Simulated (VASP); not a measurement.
# Ag6PdRh3 (P1) in VASP: a series of runs

Ag6PdRh3 is run at these levels: PBE; tasks: relaxation of cell and atoms.

Everything below comes from runs of VASP 6.6.1. Logs are shortened: lines on timing, memory, paths and dates and some standing lists are left out, and cuts for length are marked.

### Step 1. The cell of the first run

The typed cell holds 20 atoms: a = 7.547 Å, b = 7.547 Å, c = 7.547 Å, α = 106.60°, β = 106.60°, γ = 115.38°.

### Step 2. Relaxation of cell and atoms, PBE

File INCAR:

```
SYSTEM = Ag6PdRh3
ALGO     = Fast           ! electronic algorithm
EDIFF    = 1E-6           ! SCF threshold, eV
EDIFFG   = -0.04          ! ionic threshold
ENCUT    = 600            ! plane-wave cutoff, eV
GGA      = PE             ! functional
IBRION   = 2              ! ionic algorithm
ISIF     = 3              ! what is computed and relaxed
ISMEAR   = 0              ! smearing method
ISYM     = 0            
LASPH    = .TRUE.         ! aspherical terms in the spheres
LCHARG   = .FALSE.        ! write CHGCAR
LREAL    = Auto         
LWAVE    = .FALSE.        ! write WAVECAR
NELM     = 100            ! most SCF steps
NSW      = 70             ! ionic steps
PREC     = Accurate       ! precision mode
SIGMA    = 0.1            ! smearing width, eV
```

File KPOINTS:

```
Automatic mesh
0
Gamma
  2 2 2
  0.5 0.5 0.5
```

File POSCAR:

```
Ag6PdRh3
1.0
   -6.0508183800      4.0338789200      2.0169394600
    6.0508183800      4.0338789200     -2.0169394600
   -2.0169394600     -4.0338789200     -6.0508183800
Rh Pd Ag
6 2 12
Direct
    0.1955860669      0.3969355168      0.5971453140
    0.6976013106      0.8958056689      0.5929731099
    0.3016030957      0.1010268298      0.4011759237
    0.4056082990      0.8001178529      0.1995021205
    0.9991879804      0.0013411932      0.0012110775
    0.8957640730      0.2924096930      0.1993247760
    0.6483869533      0.5544980115      0.7018599090
    0.8546768525      0.9516662309      0.3017623387
    0.0474033083      0.3459693966      0.8945435634
    0.1042828989      0.7008702218      0.7997466560
    0.5517949365      0.8492470578      0.9019436991
    0.1490335628      0.0526524373      0.7038982640
    0.2501358429      0.7512569586      0.4999545019
    0.6046384804      0.2069880779      0.8060128489
    0.3498933600      0.4502859605      0.3011376404
    0.7465592470      0.2475444394      0.4999287833
    0.7967571434      0.6000892570      0.3975892940
    0.4507424198      0.1515884602      0.0944529145
    0.5018972241      0.5025484223      0.0012448886
    0.9506165138      0.6476360752      0.1012238204
```

Potentials or basis: VASP PAW PBE potentials, release 64 (Rh_pv, Pd, Ag).

Run with:

```bash
> cat potpaw_PBE.64/Rh_pv/POTCAR potpaw_PBE.64/Pd/POTCAR potpaw_PBE.64/Ag/POTCAR > POTCAR
> mpirun -np 1 vasp_std > vasp.out
```

OUTCAR:

```text
SYSTEM = Ag6PdRh3
   EDIFF = 1E-6
   EDIFFG = -0.04
   ENCUT = 600
   GGA = PE
   IBRION = 2
   ISIF = 3
   ISMEAR = 0
   ISYM = 0
   LASPH = .TRUE.
   LREAL = Auto
   NELM = 100
   NSW = 70
   PREC = Accurate

 ion  position               nearest neighbor table
   1  0.196  0.397  0.597-   8 2.81   6 2.83   9 2.83  10 2.83  12 2.85  15 2.85  16 2.85   3 2.85
                             7 2.86  13 2.86  19 2.88  11 2.88
   2  0.698  0.896  0.593-   4 2.80  17 2.81  15 2.82   8 2.83   7 2.83  16 2.84  12 2.84  13 2.85
                             9 2.86   5 2.89  11 2.89  14 2.91
   3  0.302  0.101  0.401-  16 2.82   8 2.83  13 2.84  15 2.85   1 2.85   5 2.86   7 2.86  20 2.87
                            14 2.87  12 2.88   4 2.89  18 2.90
   4  0.406  0.800  0.200-   2 2.80  19 2.81  11 2.82  16 2.83   8 2.84  15 2.85  10 2.86  13 2.88
                             3 2.89  20 2.89   9 2.89  18 2.89
   5  0.999  0.001  0.001-   6 2.82  11 2.83   8 2.83  12 2.83   7 2.84   9 2.85  15 2.85   3 2.86
                            18 2.87  20 2.88  10 2.89   2 2.89
   6  0.896  0.292  0.199-   8 2.81  11 2.81   5 2.82  18 2.82   1 2.83  14 2.83  16 2.85  15 2.87
                            20 2.87  17 2.89  13 2.90   9 2.90
   7  0.648  0.554  0.702-  11 2.80   2 2.83  19 2.84   5 2.84  15 2.84   1 2.86  14 2.86   3 2.86
                            17 2.87  20 2.88  16 2.89  10 2.90
   8  0.855  0.952  0.302-   6 2.81   1 2.81   2 2.83   3 2.83   5 2.83  17 2.83   4 2.84  12 2.85
                            11 2.85  19 2.85  20 2.85  16 2.87
   9  0.047  0.346  0.895-  12 2.80   1 2.83  16 2.83  14 2.83   5 2.85   2 2.86  10 2.86  20 2.86
[... 9 lines left out ...]
  14  0.605  0.207  0.806-  18 2.79  20 2.80  19 2.83   6 2.83   9 2.83  16 2.85   7 2.86   3 2.87
                            12 2.88  11 2.89  13 2.89   2 2.91
  15  0.350  0.450  0.301-   2 2.82  17 2.84   7 2.84   1 2.85   5 2.85   3 2.85   4 2.85  13 2.85
                            19 2.86   6 2.87  18 2.87   9 2.88
  16  0.747  0.248  0.500-   3 2.82   9 2.83   4 2.83   2 2.84   6 2.85  14 2.85   1 2.85   8 2.87
                            10 2.88  17 2.88  18 2.88   7 2.89
  17  0.797  0.600  0.398-   2 2.81  19 2.82   8 2.83  15 2.84  20 2.84  18 2.85   7 2.87  13 2.87
                            12 2.88  16 2.88  10 2.88   6 2.89
  18  0.451  0.152  0.094-  14 2.79  12 2.81   6 2.82  19 2.83  10 2.84  17 2.85  11 2.85  15 2.87
                             5 2.87  16 2.88   4 2.89   3 2.90
  19  0.502  0.503  0.001-   4 2.81  17 2.82  11 2.83  18 2.83  14 2.83   7 2.84  20 2.85  12 2.85
                             8 2.85  15 2.86   9 2.87   1 2.88
  20  0.951  0.648  0.101-  14 2.80  13 2.83  17 2.84  19 2.85   8 2.85   9 2.86   3 2.87   6 2.87
                             7 2.88   5 2.88  10 2.88   4 2.89

IMPORTANT INFORMATION: All symmetrisations will be switched off!
NOSYMM: (Re-)initialisation of all symmetry stuff for point group C_1.

----------------------------------------------------------------------------------------

                                     Primitive cell

  volume of cell :     328.2000

  direct lattice vectors                    reciprocal lattice vectors
    -6.050818380  4.033878920  2.016939460    -0.099160140  0.123950175 -0.049580070
     6.050818380  4.033878920 -2.016939460     0.049580070  0.123950175 -0.099160140
[... 139 lines left out ...]

--------------------------------------- Ionic step        1  -------------------------------------------

 number of electron     242.0000008 magnetization

 Free energy of the ion-electron system (eV)
  ---------------------------------------------------
  ext. energy  EPLUGINS =         0.00000000
  ---------------------------------------------------
  free energy    TOTEN  =       -82.32757890 eV

  energy without entropy =      -82.18719599  energy(sigma->0) =      -82.25738744

------------------------ aborting loop because EDIFF is reached ----------------------------------------

  FORCE on cell =-STRESS in cart. coord.  units (eV):
  Direction    XX          YY          ZZ          XY          YZ          ZX
  --------------------------------------------------------------------------------------
  -------------------------------------------------------------------------------------
  Total       -3.8496802      0.1371626     -3.5928192      0.1555661     -0.1759655     -0.4816599
  in kB      -18.7930236      0.6695881    -17.5391026      0.7594287     -0.8590126     -2.3513240
  external PRESSURE =     -11.8875127 kB  Pullay stress =       0.0000000 kB
[... 143 lines left out ...]
  FREE ENERGIE OF THE ION-ELECTRON SYSTEM (eV)
  ---------------------------------------------------
  free  energy   TOTEN  =       -82.5659953845 eV

  energy  without entropy=      -82.4283100217  energy(sigma->0) =      -82.49715270

[... ionic steps 4 to 12 ...]

--------------------------------------- Ionic step       13  -------------------------------------------

 number of electron     242.0000005 magnetization

------------------------ aborting loop because EDIFF is reached ----------------------------------------
[... 103 lines left out ...]
--------------------------------------- Ionic step       15  -------------------------------------------

 number of electron     242.0000003 magnetization

 Free energy of the ion-electron system (eV)
  ---------------------------------------------------
  ext. energy  EPLUGINS =         0.00000000
  ---------------------------------------------------
  free energy    TOTEN  =       -82.91255631 eV

  energy without entropy =      -82.79277365  energy(sigma->0) =      -82.85266498

 E-fermi :   8.6883     XC(G=0): -12.5907

 val. band max:        8.6755453595   @ k =  -0.2500  -0.2500   0.2500
 cond. band min:       8.6948275601   @ k =  -0.2500   0.2500   0.2500
 fundamental gap:      0.0192822006
 Fermi energy:         8.6882820239

 k-point     1 :       0.2500    0.2500    0.2500
  band No.  band energies     occupation
      1     -37.3802      2.00000
      2     -37.3527      2.00000
      3     -37.3146      2.00000
      4     -37.2869      2.00000
      5     -37.1191      2.00000
      6     -37.0374      2.00000
[... 533 lines left out ...]
    132      11.8285      0.00000
    133      12.6385      0.00000
 [bands above 133 left out]

------------------------ aborting loop because EDIFF is reached ----------------------------------------

  FORCE on cell =-STRESS in cart. coord.  units (eV):
  Direction    XX          YY          ZZ          XY          YZ          ZX
  --------------------------------------------------------------------------------------
  -------------------------------------------------------------------------------------
  Total       -0.2195507     -0.1616990     -0.2119174      0.0023280      0.0086547     -0.1343163
  in kB       -1.0757598     -0.7922968     -1.0383580      0.0114068      0.0424067     -0.6581261
  external PRESSURE =      -0.9688049 kB  Pullay stress =       0.0000000 kB
[... 35 lines left out ...]
  FREE ENERGIE OF THE ION-ELECTRON SYSTEM (eV)
  ---------------------------------------------------
  free  energy   TOTEN  =       -82.9125563097 eV

  energy  without entropy=      -82.7927736499  energy(sigma->0) =      -82.85266498

 reached required accuracy - stopping structural energy minimisation
```

OSZICAR:

```text
N       E                     dE             d eps       ncg     rms          rms(c)
DAV:   1     0.259458752315E+04    0.25946E+04   -0.14359E+05  1224   0.195E+03
DAV:   2     0.369112973925E+02   -0.25577E+04   -0.24677E+04  1185   0.515E+02
DAV:   3    -0.859373874085E+02   -0.12285E+03   -0.11209E+03  1286   0.111E+02
DAV:   4    -0.896757523700E+02   -0.37384E+01   -0.36997E+01  1232   0.165E+01
[... 226 lines left out ...]
RMM:   7    -0.829126431311E+02    0.53601E-04   -0.21488E-04  1162   0.434E-02    0.881E-02
RMM:   8    -0.829126377084E+02    0.54227E-05   -0.13751E-04  1160   0.332E-02    0.899E-02
RMM:   9    -0.829125635024E+02    0.74206E-04   -0.77649E-05  1160   0.264E-02    0.293E-02
RMM:  10    -0.829125566368E+02    0.68656E-05   -0.19462E-05  1160   0.130E-02    0.164E-02
RMM:  11    -0.829125563097E+02    0.32710E-06   -0.56888E-06   876   0.707E-03
  15 F= -.82912556E+02 E0= -.82852665E+02  d E =-.233168E-02
```

Run time: 50 min. Hardware: 1 thread of Intel Xeon 6975P-C (Granite Rapids), shared host; peak memory 0.65 GiB.

Results:

- Free energy: -82.9126 eV
- Relaxed volume: 16.35 Å³/atom
- Relaxed cell: a = 7.510 Å, b = 7.532 Å, c = 7.521 Å, α = 108.44°, β = 108.54°, γ = 111.50°
- Space group after relaxing (to 0.1 Å): P1 (No. 1)
- Energy gained by relaxing: 29.2 meV/atom
- Ionic steps: 15
- Pressure after relaxing: -0.1 GPa
- Largest force after relaxing: 0.028 eV/Å
- Band gap on the k mesh: zero (bands 121 and 122 overlap by 0.03 eV)

Forces in eV/Å, atoms in the order of the input:
```
Rh  -0.006  0.000 -0.010
Rh   0.010  0.007 -0.009
Rh   0.018 -0.001 -0.001
Rh  -0.008 -0.001  0.000
Rh  -0.012 -0.009  0.011
Rh   0.007  0.003 -0.008
Pd  -0.007 -0.016  0.011
Pd   0.015  0.001  0.009
Ag   0.000 -0.016  0.003
Ag  -0.005 -0.002 -0.015
Ag   0.004  0.022 -0.001
Ag  -0.003  0.005  0.004
Ag  -0.012 -0.022  0.001
Ag   0.011 -0.003  0.026
Ag   0.008 -0.001  0.008
Ag  -0.011  0.026 -0.003
Ag  -0.004  0.001 -0.022
Ag  -0.001 -0.001  0.006
Ag  -0.008  0.013  0.000
Ag   0.001 -0.006 -0.011
```

Stress tensor (GPa, compression positive):
```
-0.11  0.00 -0.07
 0.00 -0.08  0.00
-0.07  0.00 -0.10
```

The path:
| step | energy change (eV) | largest force (eV/Å) | pressure (GPa) | volume (Å³) |
| --- | --- | --- | --- | --- |
| 1 | 0.0000 | 0.9000 | -1.19 | 328.20 |
| 2 | -0.2076 | 0.6047 | 1.19 | 322.44 |
| 3 | -0.2384 | 0.4509 | 2.71 | 319.25 |
| 4 | -0.3650 | 0.4385 | 1.01 | 323.34 |
| 5 | -0.4115 | 0.6088 | -0.69 | 328.34 |
| 6 | -0.4838 | 0.4621 | -0.57 | 328.20 |
| 7 | -0.5312 | 0.3611 | -0.23 | 327.90 |
| 8 | -0.5610 | 0.1795 | 0.01 | 326.84 |
| 9 | -0.5722 | 0.1120 | 0.32 | 325.69 |
| 10 | -0.5762 | 0.1091 | -0.34 | 327.25 |
| 11 | -0.5762 | 0.1095 | -0.33 | 327.22 |
| 12 | -0.5800 | 0.0797 | -0.19 | 326.97 |
| 13 | -0.5826 | 0.0859 | 0.06 | 326.51 |
| 14 | -0.5840 | 0.0633 | 0.00 | 326.69 |
| 15 | -0.5850 | 0.0284 | -0.10 | 326.99 |

Final structure:
```cif
data_structure
_symmetry_space_group_name_H-M 'P 1'
_symmetry_Int_Tables_number 1
_cell_length_a 7.5097
_cell_length_b 7.5319
_cell_length_c 7.5214
_cell_angle_alpha 108.436
_cell_angle_beta 108.543
_cell_angle_gamma 111.503
_cell_volume 326.99
loop_
_atom_site_label
_atom_site_type_symbol
_atom_site_fract_x
_atom_site_fract_y
_atom_site_fract_z
_atom_site_occupancy
Rh1 Rh 0.19458 0.38320 0.57468 1
Rh2 Rh 0.70874 0.89407 0.60149 1
Rh3 Rh 0.28584 0.09854 0.38199 1
Rh4 Rh 0.41348 0.82419 0.23373 1
Rh5 Rh 0.98494 0.00287 0.00130 1
Rh6 Rh 0.91251 0.28974 0.20611 1
Pd1 Pd 0.64410 0.55084 0.69489 1
Pd2 Pd 0.84329 0.95003 0.30331 1
Ag1 Ag 0.05426 0.35325 0.90280 1
Ag2 Ag 0.10434 0.70167 0.80987 1
Ag3 Ag 0.54719 0.84646 0.90107 1
Ag4 Ag 0.14918 0.05103 0.69687 1
Ag5 Ag 0.25102 0.74693 0.49963 1
Ag6 Ag 0.60040 0.19787 0.79595 1
Ag7 Ag 0.35647 0.45515 0.29752 1
Ag8 Ag 0.75415 0.25415 0.50415 1
Ag9 Ag 0.80313 0.59501 0.39622 1
Ag10 Ag 0.45051 0.14837 0.10064 1
Ag11 Ag 0.49541 0.50569 0.99430 1
Ag12 Ag 0.94861 0.65141 0.10013 1
```

Levels at points of the mesh, in eV from the Fermi level:
```csv
k point,band 118,band 119,band 120,band 121,band 122,band 123,band 124,band 125
"(0.25, 0.25, 0.25)",-0.26,-0.13,-0.04,0.02,0.15,0.69,0.77,1.14
```

Caveat: the k points lie up to 0.52 Å⁻¹ apart in the final cell.

(Part 1 of 2 ends here.)
